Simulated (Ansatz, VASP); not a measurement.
**Two plane-wave programs on Hf**

```
CELL_PARAMETERS angstrom
3.19670 0.00000 0.00000
-1.59835 2.76842 0.00000
0.00000 0.00000 5.05780
ATOMIC_POSITIONS crystal
Hf 0.33333 0.66667 0.25000
Hf 0.66667 0.33333 0.75000
```

Alike in both runs: task single point; functional LDA; k mesh 18 × 18 × 10; occupations gaussian, width 0.15 eV; no spin polarisation.

```csv
,VASP,Ansatz
version,VASP 6.6.1,Ansatz 0.2.0
potentials or method,"VASP PAW LDA potentials, release 64 (Hf_pv), cutoff 500 eV","scalar-relativistic, plane waves, PAW"
valence electrons in the cell,20,52
```

```tsv
	VASP	Ansatz	Ansatz less VASP
gap on the k mesh at the Fermi level (eV)	none	none	-
pressure (GPa)	-7.6	-7.7	-0.01
traceless stress, the component that is largest in VASP (GPa)	-0.15	-0.13	+0.017
```

LDA's correlation is that of Perdew and Zunger in VASP and of Perdew and Wang (1992) in Ansatz. A gap of «none» marks a metal or a gap that the smearing closes. VASP's potentials hold 20 valence electrons a cell and Ansatz's 52, so a difference there can come from the potentials and not from the codes.

Neither program's run includes spin-orbit coupling.
